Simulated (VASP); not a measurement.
# WC: single point with PBEsol

WC:

```
W C
1.0
     0.00000    2.22700    2.06405
     2.22700    0.00000    2.06405
     2.22700    2.22700    0.00000
W C
1 1
Cartesian
  0.0000 0.0000 0.0000
  2.2270 2.2270 2.0641
```

This cell differs from its parent crystal: strain +0.025 along x and y, -0.050 along z.

| Item | Value |
| --- | --- |
| Program | VASP 6.6.1 |
| Task | single point |
| Functional | PBEsol |
| Potentials or basis | VASP PAW PBE potentials, release 64 (W_sv, C) |
| Cutoff | 520 eV |
| k mesh | 24 × 24 × 24 |
| Occupations | gaussian, width 0.15 eV |
| Spin | no spin polarisation |

| Item | Value |
| --- | --- |
| Pressure | 6.9 GPa |
| Band gap on the k mesh | zero (bands 9 and 10 overlap by 3.42 eV) |

Stress tensor (GPa, compression positive):
```
-11.67   0.00   0.00
  0.00 -11.67   0.00
  0.00   0.00  44.03
```

Levels at points of the mesh, in eV from the Fermi level:
```tsv
k point	band 6	band 7	band 8	band 9	band 10	band 11	band 12	band 13
(0.00, 0.00, 0.00)	-3.12	-3.12	-2.18	-1.44	-1.20	-1.20	-0.82	-0.77
(0.50, 0.00, 0.00)	-10.05	-6.89	-6.78	0.83	1.53	2.63	4.91	8.27
(0.50, 0.50, 0.00)	-6.04	-4.95	-2.86	-2.86	1.06	2.40	2.40	6.45
(0.50, 0.00, 0.50)	-5.94	-5.92	-2.44	-2.13	0.71	2.01	2.76	5.38
```

Wall time 100 s on 1 thread of Intel(R) Xeon(R) 6975P-C (Granite Rapids), with other jobs on the host, peak memory 0.43 GiB.

Caveat: the cell differs from its parent crystal (strain +0.025 along x and y, -0.050 along z); the stress differs along the axes, from -12 to 44 GPa; the PAW data sets were made with another functional, which shifts forces and pressure a little; spin-orbit coupling is left out, which moves the levels of the heavy elements.
